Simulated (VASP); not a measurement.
# SrO in VASP: notebook

The runs below take SrO through single point, with r2SCAN, PBE.

Everything below comes from runs of VASP 6.6.1. Logs are shortened: lines on timing, memory, paths and dates and some standing lists are left out, and cuts for length are marked.

## (1) The cell of the first run

It takes space group P6_3/mmc (No. 194, hexagonal). The conventional cell has a = 4.290 Å, b = 4.290 Å, c = 5.184 Å, α = 90.00°, β = 90.00°, γ = 120.00°. Sr (site symmetry -6m2) has 5 O at 2.48 to 2.59 Å within 3.3 Å. Within 3.3 Å of O (site symmetry -6m2) lie 5 Sr at 2.48 to 2.59 Å.

## (2) Single point, r2SCAN

Input file POSCAR:

```
SrO
1.0
    4.2903151937      0.0000000000      0.0000000000
   -2.1451575969      3.7155219480      0.0000000000
    0.0000000000      0.0000000000      5.1841505800
Sr O
2 2
Direct
    0.3333333333      0.6666666667      0.9375000000
    0.6666666667      0.3333333333      0.4375000000
    0.3333333333      0.6666666667      0.4375000000
    0.6666666667      0.3333333333      0.9375000000
```

Input file INCAR.step1:

```
SYSTEM = SrO
ALGO     = Normal         ! electronic algorithm
EDIFF    = 1E-4           ! SCF threshold, eV
ENCUT    = 520            ! plane-wave cutoff, eV
GGA      = PE             ! functional
ISMEAR   = 0              ! smearing method
LASPH    = .True.         ! aspherical terms in the spheres
LCHARG   = .False.        ! write CHGCAR
LREAL    = .False.        ! projectors in reciprocal space
LWAVE    = .True.         ! write WAVECAR
NBANDS   = 24             ! bands
NELM     = 100            ! most SCF steps
PREC     = Accurate       ! precision mode
SIGMA    = 0.02           ! smearing width, eV
```

Input file INCAR.step2:

```
SYSTEM = SrO
ALGO     = Normal         ! electronic algorithm
EDIFF    = 1E-7           ! SCF threshold, eV
ENCUT    = 520            ! plane-wave cutoff, eV
ISIF     = 2              ! what is computed and relaxed
ISMEAR   = 0              ! smearing method
ISTART   = 1            
LASPH    = .True.         ! aspherical terms in the spheres
LCHARG   = .False.        ! write CHGCAR
LMIXTAU  = .True.       
LREAL    = .False.        ! projectors in reciprocal space
LWAVE    = .False.        ! write WAVECAR
METAGGA  = R2SCAN         ! meta-GGA
NBANDS   = 24             ! bands
NELM     = 100            ! most SCF steps
PREC     = Accurate       ! precision mode
SIGMA    = 0.02           ! smearing width, eV
```

Input file KPOINTS:

```
k-points
0
Gamma
  6 6 6
  0 0 0
```

Potentials or basis: VASP PAW PBE potentials, release 64 (Sr_sv, O).

The run is started by

```console
cat potpaw_PBE.64/Sr_sv/POTCAR potpaw_PBE.64/O/POTCAR > POTCAR
cp INCAR.step1 INCAR
mpirun -np 1 vasp_std > vasp.out
cp INCAR.step2 INCAR
mpirun -np 1 vasp_std > vasp.out
```

OUTCAR:

```text
SYSTEM = SrO
   EDIFF = 1E-7
   ENCUT = 520
   ISIF = 2
   ISMEAR = 0
   ISTART = 1
   LASPH = .True.
   LREAL = .False.
   METAGGA = R2SCAN
   NELM = 100
   PREC = Accurate

 ion  position               nearest neighbor table
   1  0.333  0.667  0.938-   4 2.48   4 2.48   4 2.48   3 2.59   3 2.59   2 3.59   2 3.59   2 3.59
                             2 3.59   2 3.59   2 3.59
   2  0.667  0.333  0.438-   3 2.48   3 2.48   3 2.48   4 2.59   4 2.59   1 3.59   1 3.59   1 3.59
                             1 3.59   1 3.59   1 3.59
   3  0.333  0.667  0.438-   2 2.48   2 2.48   2 2.48   1 2.59   1 2.59
   4  0.667  0.333  0.938-   1 2.48   1 2.48   1 2.48   2 2.59   2 2.59

  LATTYP: Found a hexagonal cell.
 ALAT       =     4.2903151937
 C/A-ratio  =     1.2083379300

  Lattice vectors:

 A1 = (   4.2903151937,   0.0000000000,   0.0000000000)
 A2 = (  -2.1451575969,   3.7155219480,   0.0000000000)
 A3 = (   0.0000000000,   0.0000000000,   5.1841505800)

Analysis of symmetry for initial positions (statically):
=====================================================================
 Subroutine PRICEL returns:
 Original cell was already a primitive cell.

 Routine SETGRP: Setting up the symmetry group for a
 hexagonal supercell.

 Subroutine GETGRP returns: Found 24 space group operations
 (whereof  6 operations were pure point group operations)
 out of a pool of 24 trial point group operations.

The static configuration has the point symmetry C_3v.
 The point group associated with its full space group is D_6h.

Analysis of symmetry for dynamics (positions and initial velocities):
=====================================================================
 Subroutine PRICEL returns:
 Original cell was already a primitive cell.

 Routine SETGRP: Setting up the symmetry group for a
 hexagonal supercell.

 Subroutine GETGRP returns: Found 24 space group operations
 (whereof  6 operations were pure point group operations)
 out of a pool of 24 trial point group operations.

The dynamic configuration has the point symmetry C_3v.
 The point group associated with its full space group is D_6h.

 Subroutine INISYM returns: Found 24 space group operations
 (whereof  6 operations are pure point group operations),
 and found     1 'primitive' translations

----------------------------------------------------------------------------------------

                                     Primitive cell

  volume of cell :      82.6393

  direct lattice vectors                    reciprocal lattice vectors
     4.290315194  0.000000000  0.000000000     0.233083108  0.134570595  0.000000000
    -2.145157597  3.715521948  0.000000000     0.000000000  0.269141190  0.000000000
     0.000000000  0.000000000  5.184150580     0.000000000  0.000000000  0.192895632

  length of vectors
     4.290315194  4.290315194  5.184150580     0.269141190  0.269141190  0.192895632

  position of ions in fractional coordinates (direct lattice)
     0.333333333  0.666666667  0.937500000
     0.666666667  0.333333333  0.437500000
     0.333333333  0.666666667  0.437500000
     0.666666667  0.333333333  0.937500000

  ion indices of the primitive-cell ions
   primitive index   ion index
                 1           1
                 2           2
                 3           3
                 4           4

----------------------------------------------------------------------------------------

 KPOINTS: k-points

Automatic generation of k-mesh.
 Grid dimensions read from file:
 generate k-points for:    6    6    6

 Generating k-lattice:

  Cartesian coordinates                     Fractional coordinates (reciprocal lattice)
     0.038847185  0.022428433  0.000000000     0.166666667  0.000000000  0.000000000
     0.000000000  0.044856865  0.000000000     0.000000000  0.166666667  0.000000000
     0.000000000  0.000000000  0.032149272     0.000000000  0.000000000  0.166666667

  Length of vectors
     0.044856865  0.044856865  0.032149272

  Shift w.r.t. Gamma in fractional coordinates (k-lattice)
     0.000000000  0.000000000  0.000000000

 Subroutine IBZKPT returns following result:
 ===========================================

 Found     28 irreducible k-points:

 Following reciprocal coordinates:
            Coordinates               Weight
  0.000000  0.000000  0.000000      1.000000
  0.166667  0.000000  0.000000      6.000000
  0.333333 -0.000000  0.000000      6.000000
  0.500000  0.000000  0.000000      3.000000
  0.166667  0.166667  0.000000      6.000000
  0.333333  0.166667  0.000000     12.000000
[... 16 lines left out ...]
  0.166667  0.000000  0.500000      6.000000
  0.333333 -0.000000  0.500000      6.000000
 [... further k-points ...]
   k-points           NKPTS =     28   k-points in BZ     NKDIM =     28   number of bands    NBANDS=     24
   number of dos      NEDOS =    301   number of ions     NIONS =      4
   total plane-waves  NPLWV =  40960
   dimension x,y,z NGX =    32 NGY =   32 NGZ =   40
   dimension x,y,z NGXF=    64 NGYF=   64 NGZF=   80
   ions per type =               2   2
   NGX,Y,Z   is equivalent  to a cutoff of  12.40, 12.40, 12.83 a.u.
   NGXF,Y,Z  is equivalent  to a cutoff of  24.80, 24.80, 25.65 a.u.
 SYSTEM =  SrO
   PREC   = accura    normal or accurate (medium, high low for compatibility)
   ISTART =      1    job   : 0-new  1-cont  2-samecut
   ICHARG =      0    charge: 1-file 2-atom 10-const
   ISPIN  =      1    spin polarized calculation?
   LNONCOLLINEAR =      F non collinear calculations
   LSORBIT =      F    spin-orbit coupling
   LASPH  =      T    aspherical Exc in radial PAW
   ENCUT  =  520.0 eV  38.22 Ry    6.18 a.u.   7.98  7.98  9.64*2*pi/ulx,y,z
   NELM   =    100;   NELMIN=  2; NELMDL=  0     # of ELM steps
   EDIFF  = 0.1E-06   stopping-criterion for ELM
   LREAL  =      F    real-space projection
   EDIFFG = 0.1E-05   stopping-criterion for IOM
   NSW    =      0    number of steps for IOM
   IBRION =     -1    ionic relax: 0-MD 1-quasi-New 2-CG
   NFREE  =      0    steps in history (QN), initial steepest desc. (CG)
   ISIF   =      2    stress and relaxation
   ISYM   =      2    0-nonsym 1-usesym 2-fastsym
   POTIM  = 0.5000    time-step for ionic-motion
   TEBEG  =    0.0;   TEEND  =   0.0 temperature during run
   PSTRESS=    0.0 pullay stress
   NELECT =      32.0000    total number of electrons
   NUPDOWN=      -1.0000    fix difference up-down
   EMIN   =  10.00;   EMAX   =-10.00  energy-range for DOS
   EFERMI =   0.00;   METHOD = LEGACY
   ISMEAR =     0;   SIGMA  =   0.02  broadening in eV -4-tet -1-fermi 0-gaus
   EFERMI_NEDOS =   21; number of points for ismear=-14 and -15
   IALGO  =     38    algorithm
   IMIX   =      4    mixing-type and parameters
     AMIX     =   0.40;   BMIX     =  1.00
     AMIX_MAG =   1.60;   BMIX_MAG =  1.00
  volume/ion in A,a.u.               =      20.66       139.42
  Fermi-wavevector in a.u.,A,eV,Ry     =   1.193244  2.254904 19.372402  1.423831
  Thomas-Fermi vector in A             =   2.329263
   LORBIT       =      0    0 simple, 1 ext, 2 COOP (PROOUT), +10 PAW based schemes
   METAGGA = R2SCAN    functional components
   LHFCALC =     F    Hartree Fock is set to
   AEXX    =    0.0000 exact exchange contribution
   IVDW    =     0    specifies the selected vdW correction
   LEPSILON=     F    determine dielectric tensor
   LRPA    =     F    only Hartree local field effects (RPA)
 non-spin polarized calculation
 Gauss-broadening in eV      SIGMA  =   0.02
  energy-cutoff  :      520.00
  volume of cell :       82.64
 maximum number of plane-waves:      2256
 NGX is ok and might be reduce to    32
   NGX = 15   NGY = 15   NGZ = 19

 number of electron      32.0000006 magnetization

 Free energy of the ion-electron system (eV)
  ---------------------------------------------------
  ext. energy  EPLUGINS =         0.00000000
  ---------------------------------------------------
  free energy    TOTEN  =       -53.76313006 eV

  energy without entropy =      -53.76313006  energy(sigma->0) =      -53.76313006

 E-fermi :   0.5132     XC(G=0):  -9.4059

 val. band max:        0.3834561027   @ k =   0.0000   0.0000   0.0000
 cond. band min:       3.3620259537   @ k =   0.0000   0.0000   0.0000
 fundamental gap:      2.9785698510
 Fermi energy:         0.5132175195

 k-point     1 :       0.0000    0.0000    0.0000
  band No.  band energies     occupation
      1     -33.1510      2.00000
      2     -32.9940      2.00000
      3     -15.5799      2.00000
      4     -15.5723      2.00000
      5     -15.0289      2.00000
      6     -14.6534      2.00000
[... 16 lines left out ...]
     23       9.5015      0.00000
     24       9.6208      0.00000

 k-point     2 :       0.1667    0.0000    0.0000
  band No.  band energies     occupation
      1     -33.1374      2.00000
      2     -32.9988      2.00000
      3     -15.9290      2.00000
      4     -15.8765      2.00000
      5     -14.9772      2.00000
      6     -14.6884      2.00000
[... 16 lines left out ...]
     23       9.4143      0.00000
     24       9.4662      0.00000

 k-point     3 :       0.3333   -0.0000    0.0000
  band No.  band energies     occupation
      1     -33.1047      2.00000
      2     -33.0139      2.00000
      3     -16.3481      2.00000
      4     -16.2803      2.00000
      5     -14.8452      2.00000
      6     -14.7520      2.00000
[... 16 lines left out ...]
     23       9.1937      0.00000
     24       9.6965      0.00000
[... 514 lines left out ...]
 k-point    23 :       0.1667    0.0000    0.5000
  band No.  band energies     occupation
      1     -33.0671      2.00000
      2     -33.0671      2.00000
      3     -16.3708      2.00000
      4     -16.3708      2.00000
      5     -14.5332      2.00000
      6     -14.5332      2.00000
[... 16 lines left out ...]
     23      10.0652      0.00000
     24      10.0652      0.00000

 k-point    24 :       0.3333   -0.0000    0.5000
  band No.  band energies     occupation
      1     -33.0578      2.00000
      2     -33.0578      2.00000
      3     -16.6876      2.00000
      4     -16.6876      2.00000
      5     -14.5676      2.00000
      6     -14.5676      2.00000
[... 16 lines left out ...]
     23       9.3448      0.00000
     24       9.3448      0.00000

 [... further k-points ...]

------------------------ aborting loop because EDIFF is reached ----------------------------------------

  FORCE on cell =-STRESS in cart. coord.  units (eV):
  Direction    XX          YY          ZZ          XY          YZ          ZX
  --------------------------------------------------------------------------------------
  -------------------------------------------------------------------------------------
  Total       -0.3562385     -0.3562385     -0.5912161      0.0000000     -0.0000000     -0.0000000
  in kB       -6.9066077     -6.9066077    -11.4622584      0.0000000     -0.0000000     -0.0000000
  external PRESSURE =      -8.4251579 kB  Pullay stress =       0.0000000 kB

 VOLUME and BASIS-vectors are now :
 -----------------------------------------------------------------------------
  energy-cutoff  :      520.00
  volume of cell :       82.64
      direct lattice vectors                 reciprocal lattice vectors
     4.290315194  0.000000000  0.000000000     0.233083108  0.134570595  0.000000000
    -2.145157597  3.715521948  0.000000000     0.000000000  0.269141190  0.000000000
     0.000000000  0.000000000  5.184150580     0.000000000  0.000000000  0.192895632

 POSITION                                       TOTAL-FORCE (eV/Angst)
 -----------------------------------------------------------------------------------
     -0.00000      2.47701      4.86014         0.000000     -0.000000     -0.000000
      2.14516      1.23851      2.26807        -0.000000      0.000000     -0.000000
     -0.00000      2.47701      2.26807         0.000000     -0.000000     -0.000000
      2.14516      1.23851      4.86014        -0.000000     -0.000000      0.000000
 -----------------------------------------------------------------------------------
    total drift:                               -0.000000      0.000000      0.000000

  FREE ENERGIE OF THE ION-ELECTRON SYSTEM (eV)
  ---------------------------------------------------
  free  energy   TOTEN  =       -53.7631300620 eV

  energy  without entropy=      -53.7631300620  energy(sigma->0) =      -53.76313006
```

Wall time 85 s (1 thread of Intel Xeon 6975P-C (Granite Rapids), shared host); peak memory 0.23 GiB.

Results:

| Quantity | Value |
| --- | --- |
| Free energy | -53.7631 eV |
| Pressure | -0.8 GPa |
| Band gap on the k mesh | 2.98 eV, direct |

Stress tensor (GPa, compression positive):
```
-0.69  0.00  0.00
 0.00 -0.69  0.00
 0.00  0.00 -1.15
```

Levels at points of the mesh, in eV from the valence-band top:
| k point | band 12 | band 13 | band 14 | band 15 | band 16 | band 17 | band 18 | band 19 | band 20 | band 21 |
| --- | --- | --- | --- | --- | --- | --- | --- | --- | --- | --- |
| (0.00, 0.00, 0.00) | -1.02 | -0.87 | -0.87 | -0.36 | 0.00 | 2.98 | 6.70 | 6.70 | 7.60 | 8.68 |
| (0.50, 0.00, 0.00) | -0.82 | -0.37 | -0.36 | -0.33 | -0.25 | 4.61 | 5.24 | 5.60 | 7.73 | 8.56 |
| (0.00, 0.00, 0.50) | -1.20 | -1.05 | -1.05 | -1.05 | -1.05 | 4.67 | 4.67 | 8.40 | 8.40 | 8.40 |
| (0.50, 0.00, 0.50) | -1.57 | -0.87 | -0.87 | -0.42 | -0.42 | 5.26 | 5.26 | 7.92 | 7.92 | 8.68 |

Caveat: the PAW data sets were made with another functional, which shifts forces and pressure a little. A k mesh can miss the band edges.

## (3) Single point, PBE (strained)

Input file INCAR:

```
ALGO = Normal
EDIFF = 1E-6
ENCUT = 520
GGA = PE
ISIF = 2
ISMEAR = 0
LASPH = True
LCHARG = False
LREAL = False
LWAVE = False
NBANDS = 24
NELM = 80
PREC = Accurate
SIGMA = 0.02
```

Input file KPOINTS:

```
k-points
0
Gamma
  9 9 6
```

Input file POSCAR:

```
SrO
1.0
    4.3075750173      0.0000000000      0.0000000000
   -2.1537875086      3.7304693936      0.0000000000
    0.0000000000      0.0000000000      5.2716474332
Sr O
2 2
Direct
    0.3333333300      0.6666666700      0.9264898580
    0.6666666700      0.3333333300      0.4264898580
    0.3333333300      0.6666666700      0.4485101420
    0.6666666700      0.3333333300      0.9485101420
```

Potentials or basis: VASP PAW PBE potentials, release 64 (Sr_sv, O).

The run is started by

```console
cat potpaw_PBE.64/Sr_sv/POTCAR potpaw_PBE.64/O/POTCAR > POTCAR
mpirun -np 1 vasp_std > vasp.out
```

Run time: 79 s. Hardware: 1 thread of Intel Xeon Platinum 8259CL at 2.50GHz (Skylake/Cascade Lake), shared host; peak memory 0.24 GiB.

Results (log left out):

- Free energy: -23.8802 eV
- Pressure: -1.0 GPa
- Largest force: 0.167 eV/Å
- Band gap on the k mesh: 2.57 eV, direct

Forces on the atoms (eV/Å):
```
Sr   0.000  0.000  0.167
Sr   0.000  0.000  0.167
O    0.000  0.000 -0.167
O    0.000  0.000 -0.167
```

Stress tensor (GPa, compression positive):
```
-0.92  0.00  0.00
 0.00 -0.92  0.00
 0.00  0.00 -1.13
```

Levels at points of the mesh, in eV from the valence-band top:
```csv
k point,band 13,band 14,band 15,band 16,band 17,band 18,band 19,band 20
"(0.00, 0.00, 0.00)",-0.81,-0.81,-0.37,0.00,2.57,6.10,6.10,6.90
"(0.00, 0.00, 0.50)",-0.98,-0.98,-0.98,-0.98,4.26,4.26,7.71,7.71
```

Caveat: the cell differs from its parent crystal (strained). A k mesh can miss the band edges.

(Continued in part 2 of 2.)
